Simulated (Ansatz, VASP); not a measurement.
One calculation of BeTe, two programs

The input POSCAR:

```
BeTe
1.0
    0.0000000000      2.8286236255      2.9134823342
    2.8286236255      0.0000000000      2.9134823342
    2.8286236255      2.8286236255      0.0000000000
Be Te
1 1
Direct
    0.0000000000      0.0000000000      0.0000000000
    0.2500000000      0.2500000000      0.2500000000
```

INCAR.step1

```
PREC     = Accurate       # precision mode
ENCUT    = 520            # plane-wave cutoff, eV
EDIFF    = 1E-5           # SCF threshold, eV
ISMEAR   = 0              # smearing method
SIGMA    = 0.01           # smearing width, eV
LREAL    = F              # projectors in reciprocal space
LASPH    = T              # aspherical terms in the spheres
NELM     = 60             # most SCF steps
ALGO     = Normal         # electronic algorithm
ISIF     = 2              # what is computed and relaxed
LWAVE    = T              # write WAVECAR
LCHARG   = F              # write CHGCAR
NBANDS   = 11             # bands
GGA      = PE             # functional
```

INCAR.step2

```
PREC     = Accurate       # precision mode
ENCUT    = 520            # plane-wave cutoff, eV
EDIFF    = 1E-6           # SCF threshold, eV
ISMEAR   = 0              # smearing method
SIGMA    = 0.01           # smearing width, eV
LREAL    = F              # projectors in reciprocal space
LASPH    = T              # aspherical terms in the spheres
NELM     = 60             # most SCF steps
ALGO     = Normal         # electronic algorithm
ISIF     = 2              # what is computed and relaxed
LWAVE    = F              # write WAVECAR
LCHARG   = F              # write CHGCAR
GGA      = PE             # functional
LHFCALC  = T              # exact exchange
HFSCREEN = 0.2079         # screening, 1/A
PRECFOCK = Normal       
NBANDS   = 11             # bands
ISTART   = 1
```

Contents of KPOINTS:

```
Automatic mesh
0
Gamma
  6 6 6
```

Input for Ansatz:

```yaml
crystal:
  lattice:
    - [0.0, 2.8286236255, 2.9134823342]
    - [2.8286236255, 0.0, 2.9134823342]
    - [2.8286236255, 2.8286236255, 0.0]
  atoms:
    - { symbol: Be, position: [0.0, 0.0, 0.0] }
    - { symbol: Te, position: [0.25, 0.25, 0.25] }
kpoints:
  mp_grid: { grid: [6, 6, 6] }
  band_path:
    path:
      - [0.0, 0.0, 0.0]
      - [-0.5, -0.5, 0.0]
      - [-0.375, -0.375, 0.25]
      - [-0.375, 0.0, 0.375]
      - [0.0, 0.0, 0.5]
      - [-0.5, -0.25, 0.25]
      - [0.0, 0.5, 0.5]
    npoints: 1
hamiltonian:
  xc: hse06
scf:
  occupations: { method: fixed }
  n_extra_bands: 4
output:
  forces: true
  stress: true
  eigenvalues: true
```

Change from the starting cell: uniaxial_z strain +3.0%.

Alike in both runs: task single point; functional HSE06; k mesh 6 × 6 × 6; no spin polarisation.

```csv
,VASP,Ansatz
version,VASP 6.6.1,Ansatz 0.2.0
potentials or method,"VASP PAW PBE potentials, release 64 (Be, Te)","plane waves, PAW"
plane-wave cutoff (eV),520,420
occupations,"gaussian, width 0.01 eV",fixed
valence electrons in the cell,8,18
```

|  | VASP | Ansatz | Ansatz less VASP |
| --- | --- | --- | --- |
| gap on the k mesh at the Fermi level (eV) | 2.63 | 2.65 | +0.019 |
| pressure (GPa) | -2.6 | -2.4 | +0.12 |
| traceless stress, the component that is largest in VASP (GPa) | -1.30 | -1.31 | -0.004 |

VASP's potentials hold 8 valence electrons a cell and Ansatz's 18, so a difference there can come from the potentials and not from the codes. Ansatz's warnings: stress exchange threshold loose, stress scf threshold loose.

Spin-orbit coupling is off throughout.
